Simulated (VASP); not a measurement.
A run of VASP 6.6.1 is set up as follows.

File POSCAR:

```
MgTe
1.0
    0.0000000000      3.2319988200      3.2319988200
    3.2319988200      0.0000000000      3.2319988200
    3.2319988200      3.2319988200      0.0000000000
Mg Te
1 1
Direct
    0.0000000000      0.0000000000      0.0000000000
    0.7500000000      0.7500000000      0.7500000000
```

File INCAR.step1:

```
SYSTEM = MgTe
PREC     = Accurate       ! precision mode
ENCUT    = 660            ! plane-wave cutoff, eV
ISMEAR   = 0              ! smearing method
SIGMA    = 0.01           ! smearing width, eV
LREAL    = .FALSE.        ! projectors in reciprocal space
LASPH    = .TRUE.         ! aspherical terms in the spheres
NELM     = 120            ! most SCF steps
NBANDS   = 11             ! bands
GGA      = PE             ! functional
ALGO     = Normal         ! electronic algorithm
EDIFF    = 1E-5           ! SCF threshold, eV
LWAVE    = .TRUE.         ! write WAVECAR
LCHARG   = .FALSE.        ! write CHGCAR
GGA_COMPAT= .FALSE.
```

Contents of INCAR.step2:

```
SYSTEM = MgTe
PREC     = Accurate       ! precision mode
ENCUT    = 660            ! plane-wave cutoff, eV
EDIFF    = 1E-6           ! SCF threshold, eV
ISMEAR   = 0              ! smearing method
SIGMA    = 0.01           ! smearing width, eV
LREAL    = .FALSE.        ! projectors in reciprocal space
LASPH    = .TRUE.         ! aspherical terms in the spheres
NELM     = 120            ! most SCF steps
ALGO     = Normal         ! electronic algorithm
ISIF     = 2              ! what is computed and relaxed
LWAVE    = .FALSE.        ! write WAVECAR
LCHARG   = .TRUE.         ! write CHGCAR
METAGGA  = R2SCAN         ! meta-GGA
LMIXTAU  = .TRUE.       
LELF     = .TRUE.         ! ELF
LVHAR    = .TRUE.       
NBANDS   = 11             ! bands
ISTART   = 1            
GGA_COMPAT= .FALSE.
```

KPOINTS

```
Automatic mesh
0
G
  3 3 3
  0 0 0
```

Potentials or basis: VASP PAW PBE potentials, release 64 (Mg, Te).

The run is started by

```console
$ cat potpaw_PBE.64/Mg/POTCAR potpaw_PBE.64/Te/POTCAR > POTCAR
$ cp INCAR.step1 INCAR
$ mpirun -np 1 vasp_std > vasp.out
$ cp INCAR.step2 INCAR
$ mpirun -np 1 vasp_std > vasp.out
```

Q: Predict the band gap on the k mesh.

A: 3.08 eV, direct.

Q: What does it give for the pressure?

A: 0.4 GPa.

Caveat: the k points lie up to 0.56 Å⁻¹ apart; the PAW data sets were made with another functional, which shifts forces and pressure a little; spin-orbit coupling is left out, which moves the levels of the heavy elements. r2SCAN opens gaps a little over a GGA but as a rule still falls short of measured ones.
